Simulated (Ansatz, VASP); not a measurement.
## BN: VASP beside Ansatz

```
B N
1.0
     2.54397    0.00000    0.00000
    -1.27198    2.20314    0.00000
     0.00000    0.00000    4.27086
B N
2 2
Cartesian
  1.2720 0.7344 4.2700
  0.0000 1.4688 2.1346
  1.2720 0.7344 2.6701
  0.0000 1.4688 0.5347
```

Change from the starting cell: strain +0.000 along x and y, +0.015 along z, atoms carried along.

Alike in both runs: task single point; functional r2SCAN; k mesh 12 × 12 × 6; occupations gaussian, width 0.05 eV; no spin polarisation.

```csv
,VASP,Ansatz
version,VASP 6.6.1,Ansatz 0.2.0
potentials or method,"VASP PAW PBE potentials, release 64 (B, N), cutoff 520 eV","scalar-relativistic, plane waves, PAW"
valence electrons in the cell,16,16
```

```tsv
	VASP	Ansatz	Ansatz less VASP
gap on the k mesh at the Fermi level (eV)	5.68	5.72	+0.032
least direct gap on the mesh (eV)	8.71	8.73	+0.018
pressure (GPa)	-4.5	-5.6	-1.06
traceless stress, the component that is largest in VASP (GPa)	-9.59	-9.52	+0.066
rms of the force components (eV/Å)	0.018	0.022	+0.0042
```

VASP's potentials were made for PBE, not for r2SCAN. Atom by atom the forces differ by 0.004 eV/Å (rms over components).
